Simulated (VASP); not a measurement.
# MoW14 (a cell with a defect) in VASP: further runs

Runs on MoW14 (a cell with a defect). Level: PBE. Tasks: single point.

All numbers are computed with VASP 6.6.1; they aren't measurements. Logs are shortened: lines on timing, memory, paths and dates and some standing lists are left out, and cuts for length are marked.

### 1 The cell of the first run

The cell holds a defect, 15 atoms: a = 6.320 Å, b = 6.320 Å, c = 6.320 Å, α = 90.00°, β = 90.00°, γ = 90.00°.

### 2 Single point, PBE

File INCAR:

```
PREC = Accurate ; ENCUT = 520
EDIFF = 1E-6 ; ISMEAR = 0
SIGMA = 0.05 ; LREAL = Auto
LASPH = T ; NELM = 60
ALGO = Normal ; ISIF = 2
LWAVE = F ; LCHARG = F
GGA = PE ; NBANDS = 118
```

File KPOINTS:

```
regular mesh
0
Gamma
  3 3 3
```

File POSCAR:

```
MoW14
1.0
    6.3200000000      0.0000000000      0.0000000000
    0.0000000000      6.3200000000      0.0000000000
    0.0000000000      0.0000000000      6.3200000000
W Mo
14 1
Direct
    0.5121036392     -0.0034208861     -0.0037996835
   -0.0030069620      0.5116875000     -0.0037992089
   -0.0030064873     -0.0034200949      0.5113050633
    0.5004136076      0.5000000000     -0.0002979430
    0.5004150316      0.0000772152      0.4996213608
    0.7484640823      0.2548518987      0.2544738924
    0.0004943038      0.4999998418      0.4996213608
    0.2552685127      0.7480462025      0.2544748418
    0.2552680380      0.2548517405      0.7476723101
    0.4956414557      0.4952240506      0.4948473101
    0.7580571203      0.7576405063      0.2485882911
    0.7580563291      0.2489677215      0.7572613924
    0.2493849684      0.7576386076      0.7572607595
    0.7518731013      0.7514564873      0.7510761076
    0.1606656646      0.1602468354      0.1598697785
```

Potentials or basis: VASP PAW PBE potentials, release 64 (W_sv, Mo_sv).

Launch:

```bash
> cat potpaw_PBE.64/W_sv/POTCAR potpaw_PBE.64/Mo_sv/POTCAR > POTCAR
> mpirun -np 1 vasp_std > vasp.out
```

OUTCAR:

```text
PREC = Accurate
   ENCUT = 520
   EDIFF = 1E-6
   ISMEAR = 0
   LREAL = Auto
   LASPH = T
   NELM = 60
   ISIF = 2
   GGA = PE

 ion  position               nearest neighbor table
   1  0.512  0.997  0.996-  15 2.66  14 2.66  11 2.69  12 2.69  13 2.71   6 2.75   9 2.79   8 2.79
                             5 3.14   4 3.14   4 3.18   5 3.18
   2  0.997  0.512  0.996-  15 2.66  14 2.66  11 2.69  13 2.69  12 2.71   8 2.75   6 2.79   9 2.79
                             4 3.14   7 3.14   4 3.18   7 3.18
   3  0.997  0.997  0.511-  15 2.66  14 2.66  12 2.69  13 2.69  11 2.71   9 2.75   6 2.79   8 2.79
                             5 3.14   7 3.14   7 3.18   5 3.18
   4  0.500  0.500  1.000-   9 2.71   8 2.73   6 2.73  13 2.74  12 2.74  14 2.74  11 2.79  10 3.13
                             1 3.14   2 3.14   2 3.18   1 3.18  10 3.19  15 3.20
   5  0.500  0.000  0.500-   8 2.71   6 2.73   9 2.73  13 2.74  11 2.74  14 2.74  12 2.79  10 3.13
                             3 3.14   1 3.14   1 3.18   3 3.18  10 3.19  15 3.20
   6  0.748  0.255  0.254-  10 2.68   7 2.71   4 2.73   5 2.73  15 2.74   1 2.75   3 2.79   2 2.79
                            11 3.14  12 3.14  12 3.18  11 3.18
   7  0.000  0.500  0.500-   6 2.71   8 2.73   9 2.73  12 2.74  11 2.74  14 2.74  13 2.79  10 3.13
                             2 3.14   3 3.14   3 3.18   2 3.18  10 3.19  15 3.20
   8  0.255  0.748  0.254-  10 2.68   5 2.71   4 2.73   7 2.73  15 2.74   2 2.75   3 2.79   1 2.79
                            11 3.14  13 3.14  13 3.18  11 3.18
   9  0.255  0.255  0.748-  10 2.68   4 2.71   5 2.73   7 2.73  15 2.74   3 2.75   1 2.79   2 2.79
                            12 3.14  13 3.14  13 3.18  12 3.18
  10  0.496  0.495  0.495-   8 2.68   6 2.68   9 2.68  14 2.80  13 2.81  12 2.81  11 2.81   4 3.13
                             5 3.13   7 3.13   7 3.19   5 3.19   4 3.19
  11  0.758  0.758  0.249-   2 2.69   1 2.69   3 2.71   7 2.74   5 2.74   4 2.79  10 2.81   6 3.14
                             8 3.14  14 3.14  14 3.18   6 3.18   8 3.18
  12  0.758  0.249  0.757-   1 2.69   3 2.69   2 2.71   7 2.74   4 2.74   5 2.79  10 2.81   9 3.14
                             6 3.14  14 3.14  14 3.18   6 3.18   9 3.18
  13  0.249  0.758  0.757-   2 2.69   3 2.69   1 2.71   5 2.74   4 2.74   7 2.79  10 2.81   9 3.14
                             8 3.14  14 3.14  14 3.18   8 3.18   9 3.18
  14  0.752  0.751  0.751-   2 2.66   3 2.66   1 2.66   7 2.74   5 2.74   4 2.74  10 2.80  12 3.14
                            13 3.14  11 3.14  11 3.18  13 3.18  12 3.18
  15  0.161  0.160  0.160-   3 2.66   1 2.66   2 2.66   9 2.74   8 2.74   6 2.74   4 3.20   5 3.20
                             7 3.20

  LATTYP: Found a simple cubic cell.
 ALAT       =     6.3200000000

  Lattice vectors:

 A1 = (   6.3200000000,   0.0000000000,   0.0000000000)
 A2 = (   0.0000000000,   6.3200000000,   0.0000000000)
 A3 = (   0.0000000000,   0.0000000000,   6.3200000000)

Analysis of symmetry for initial positions (statically):
[... 158 lines left out ...]
   LORBIT       =      0    0 simple, 1 ext, 2 COOP (PROOUT), +10 PAW based schemes
   GGA     = PE    functional components
   LHFCALC =     F    Hartree Fock is set to
   AEXX    =    0.0000 exact exchange contribution
   IVDW    =     0    specifies the selected vdW correction
   LEPSILON=     F    determine dielectric tensor
   LRPA    =     F    only Hartree local field effects (RPA)
 non-spin polarized calculation
 Gauss-broadening in eV      SIGMA  =   0.05
  energy-cutoff  :      520.00
  volume of cell :      252.44
 maximum number of plane-waves:      6859
   NGX = 23   NGY = 23   NGZ = 23

 number of electron     210.0000006 magnetization

 Free energy of the ion-electron system (eV)
  ---------------------------------------------------
  ext. energy  EPLUGINS =         0.00000000
  ---------------------------------------------------
  free energy    TOTEN  =      -187.53194810 eV

  energy without entropy =     -187.52266189  energy(sigma->0) =     -187.52730499

 E-fermi :  10.3789     XC(G=0): -13.2079

 val. band max:       10.3591686315   @ k =   0.0000   0.0000   0.0000
 cond. band min:      10.4165351095   @ k =   0.3333   0.3333   0.3333
 fundamental gap:      0.0573664780
 Fermi energy:        10.3788902917

 k-point     1 :       0.0000    0.0000    0.0000
  band No.  band energies     occupation
      1     -63.5573      2.00000
      2     -63.4948      2.00000
      3     -63.4944      2.00000
      4     -63.4873      2.00000
      5     -63.4872      2.00000
      6     -63.4594      2.00000
[... 709 lines left out ...]
    116      12.3849      0.00000
    117      12.5751      0.00000
 [bands above 117 left out]

------------------------ aborting loop because EDIFF is reached ----------------------------------------

  FORCE on cell =-STRESS in cart. coord.  units (eV):
  Direction    XX          YY          ZZ          XY          YZ          ZX
  --------------------------------------------------------------------------------------
  -------------------------------------------------------------------------------------
  Total        0.8614867      0.8614867      0.8614867     -3.4743071     -3.4743071     -3.4743071
  in kB        5.4677409      5.4677409      5.4677409    -22.0509626    -22.0509626    -22.0509626
  external PRESSURE =       5.4677409 kB  Pullay stress =       0.0000000 kB

 VOLUME and BASIS-vectors are now :
 -----------------------------------------------------------------------------
  energy-cutoff  :      520.00
  volume of cell :      252.44
      direct lattice vectors                 reciprocal lattice vectors
     6.320000000  0.000000000  0.000000000     0.158227848  0.000000000  0.000000000
     0.000000000  6.320000000  0.000000000     0.000000000  0.158227848  0.000000000
     0.000000000  0.000000000  6.320000000     0.000000000  0.000000000  0.158227848

 POSITION                                       TOTAL-FORCE (eV/Angst)
 -----------------------------------------------------------------------------------
      3.23649      6.29838      6.29599        -0.043694      0.021904      0.021904
      6.30100      3.23387      6.29599         0.021904     -0.043694      0.021904
      6.30100      6.29839      3.23145         0.021904      0.021904     -0.043694
      3.16261      3.16000      6.31812        -0.013379     -0.013379      0.021694
      3.16262      0.00049      3.15761        -0.013379      0.021694     -0.013379
      4.73029      1.61066      1.60827        -0.022076     -0.026985     -0.026985
      0.00312      3.16000      3.15761         0.021694     -0.013379     -0.013379
      1.61330      4.72765      1.60828        -0.026985     -0.022076     -0.026985
      1.61329      1.61066      4.72529        -0.026985     -0.026985     -0.022076
      3.13245      3.12982      3.12743         0.030990      0.030990      0.030990
      4.79092      4.78829      1.57108        -0.011943     -0.011943      0.024448
      4.79092      1.57348      4.78589        -0.011943      0.024448     -0.011943
      1.57611      4.78828      4.78589         0.024448     -0.011943     -0.011943
      4.75184      4.74920      4.74680         0.007581      0.007581      0.007581
      1.01541      1.01276      1.01038         0.041861      0.041861      0.041861
 -----------------------------------------------------------------------------------
    total drift:                                0.122267     -0.114253     -0.011527

  FREE ENERGIE OF THE ION-ELECTRON SYSTEM (eV)
  ---------------------------------------------------
  free  energy   TOTEN  =      -187.5319480956 eV

  energy  without entropy=     -187.5226618895  energy(sigma->0) =     -187.52730499
```

stdout:

```text
POSCAR found type information on POSCAR W Mo
 POSCAR found :  2 types and      15 ions
 scaLAPACK will be used
 LDA part: xc-table for (Slater+PW92), standard interpolation
 POSCAR, INCAR and KPOINTS ok, starting setup
 FFT: planning ... GRIDC
 FFT: planning ... GRID_SOFT
 FFT: planning ... GRID
 WAVECAR not read
 entering main loop
```

Run time: 5.6 min. Hardware: 1 thread of Intel Xeon Platinum 8259CL at 2.50GHz (Skylake/Cascade Lake), shared host; peak memory 0.39 GiB.

What came out:

```
Free energy   : -187.5319 eV
Pressure      : 0.5 GPa
Largest force : 0.073 eV/Å
```

Forces in eV/Å, atoms in the order of the input:
```
W   -0.044  0.022  0.022
W    0.022 -0.044  0.022
W    0.022  0.022 -0.044
W   -0.013 -0.013  0.022
W   -0.013  0.022 -0.013
W   -0.022 -0.027 -0.027
W    0.022 -0.013 -0.013
W   -0.027 -0.022 -0.027
W   -0.027 -0.027 -0.022
W    0.031  0.031  0.031
W   -0.012 -0.012  0.024
W   -0.012  0.024 -0.012
W    0.024 -0.012 -0.012
W    0.008  0.008  0.008
Mo   0.042  0.042  0.042
```

Caveat: spin-orbit coupling is left out, which moves the levels of the heavy elements.

### 3 Single point, PBE

File INCAR:

```
SYSTEM = MoW14
ALGO = Normal
EDIFF = 1E-6
ENCUT = 520
GGA = PE
ISIF = 2
ISMEAR = 0
LASPH = .TRUE.
LCHARG = .FALSE.
LREAL = Auto
LWAVE = .FALSE.
NBANDS = 118
NELM = 100
PREC = Accurate
SIGMA = 0.05
```

File KPOINTS:

```
k-points
0
G
  3 3 3
  0 0 0
```

File POSCAR:

```
MoW14
1.0
    6.3200000000      0.0000000000      0.0000000000
    0.0000000000      6.3200000000      0.0000000000
    0.0000000000      0.0000000000      6.3200000000
W Mo
14 1
Direct
    0.5062121835     -0.0018609177     -0.0021125000
   -0.0015787975      0.5059333861     -0.0020992089
   -0.0015731013     -0.0018455696      0.5056810127
    0.4962955696      0.4960224684      0.0032656646
    0.4962919304      0.0035156646      0.4957707278
    0.7424080696      0.2553083861      0.2550598101
    0.0037898734      0.4960129747      0.4957618671
    0.2555916139      0.7421300633      0.2550672468
    0.2555941456      0.2553218354      0.7418775316
    0.5013496835      0.5010707278      0.5008175633
    0.7541965190      0.7539227848      0.2505425633
    0.7541943038      0.2507920886      0.7536677215
    0.2510626582      0.7539118671      0.7536621835
    0.7545784810      0.7542958861      0.7540417722
    0.1083153481      0.1080333861      0.1077797468
```

Potentials or basis: VASP PAW PBE potentials, release 64 (W_sv, Mo_sv).

Launch:

```bash
> cat potpaw_PBE.64/W_sv/POTCAR potpaw_PBE.64/Mo_sv/POTCAR > POTCAR
> mpirun -np 1 vasp_std > vasp.out
```

Run time: 15 min. Hardware: 1 thread of Intel Xeon 8259CL, shared host; peak memory 0.44 GiB.

The run converged. Its results:

```yaml
Free_energy: -187.5556 eV
Pressure: 0.5 GPa
Largest_force: 0.204 eV/Å
Band_gap_on_the_k_mesh: zero (bands 105 and 106 overlap by 0.02 eV)
```

Forces on the atoms (eV/Å):
```
W   -0.009 -0.015 -0.015
W   -0.016 -0.009 -0.017
W   -0.016 -0.017 -0.009
W   -0.019 -0.019 -0.029
W   -0.019 -0.029 -0.019
W    0.008 -0.019 -0.019
W   -0.028 -0.019 -0.019
W   -0.018  0.008 -0.020
W   -0.018 -0.020  0.008
W   -0.001 -0.001 -0.001
W    0.002  0.001 -0.004
W    0.002 -0.004  0.001
W   -0.004  0.002  0.002
W    0.022  0.022  0.022
Mo   0.118  0.118  0.118
```

Stress tensor (GPa, compression positive):
```
 0.47 -2.04 -2.04
-2.04  0.47 -2.04
-2.04 -2.04  0.47
```

Levels at points of the mesh, in eV from the Fermi level:
```tsv
k point	band 101	band 102	band 103	band 104	band 105	band 106	band 107	band 108	band 109	band 110
(0.00, 0.00, 0.00)	-0.21	-0.21	-0.06	0.04	0.04	0.79	0.79	0.86	1.05	1.05
```

Caveat: spin-orbit coupling is left out, which moves the levels of the heavy elements.
